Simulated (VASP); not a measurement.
Write the native input for VASP 6.6.1 that does the following.

| Quantity | Value |
| --- | --- |
| Task | single point |
| Functional | PBE |
| Potentials or basis | VASP PAW PBE potentials, release 64 (Y_sv, Nb_sv, Se) |
| Cutoff | 520 eV |
| k mesh | 4 × 4 × 4 |
| Occupations | gaussian, width 0.1 eV |
| Spin | collinear spin |
| Starting moments | [0.01, 3.16, -0.28, -0.28, -0.28] μB |
| Dipole correction | no |
| Further INCAR settings | ALGO = Normal; EDIFF = 1e-06; NBANDS = 33 |

The structure of YNbSe3 lies in POSCAR:

```
YNbSe3
1.0
    5.3400468225      0.0000000000      0.0000000000
    0.0000000000      5.3400468225      0.0000000000
    0.0000000000      0.0000000000      5.3400468225
Y Nb Se
1 1 3
Direct
    0.0000000000      0.0000000000      0.0000000000
    0.5000000000      0.5000000000      0.5000000000
    0.5000000000      0.0000000000      0.0000000000
    0.0000000000      0.5000000000      0.0000000000
    0.0000000000      0.0000000000      0.5000000000
```

The cell was generated, and may not be a known phase.

One way to write it, as run:

INCAR

```
PREC     = Accurate       # precision mode
ENCUT    = 520            # plane-wave cutoff, eV
EDIFF    = 1E-6           # SCF threshold, eV
ISMEAR   = 0              # smearing method
SIGMA    = 0.1            # smearing width, eV
LREAL    = F              # projectors in reciprocal space
LASPH    = T              # aspherical terms in the spheres
NELM     = 150            # most SCF steps
ALGO     = Normal         # electronic algorithm
ISIF     = 2              # what is computed and relaxed
LWAVE    = F              # write WAVECAR
LCHARG   = F              # write CHGCAR
ISPIN    = 2              # spin polarisation
MAGMOM   = 0.01 3.16 -0.28 -0.28 -0.28 # initial moments
LORBIT   = 11             # projections on sites
LMAXMIX  = 4              # l up to which the mixer works
GGA      = PE             # functional
NBANDS   = 33             # bands
```

KPOINTS

```
Automatic mesh
0
Gamma
  4 4 4
```

Potentials or basis: VASP PAW PBE potentials, release 64 (Y_sv, Nb_sv, Se).

Run with:

```bash
$ cat potpaw_PBE.64/Y_sv/POTCAR potpaw_PBE.64/Nb_sv/POTCAR potpaw_PBE.64/Se/POTCAR > POTCAR
$ mpirun -np 1 vasp_std > vasp.out
```

Results of the run:

The pressure is 0.1 GPa and the net moment is 2.14 μB per cell. The site moments are Y +0.02; Nb +2.35; Se -0.24 μB. The valence electrons inside the program's atomic spheres are Y 9.98; Nb 10.45; Se 3.84.

Run time: 69 s on 1 thread of AMD EPYC 9R45 96-Core Processor (Zen 5) (shared host), peak memory 0.31 GiB.
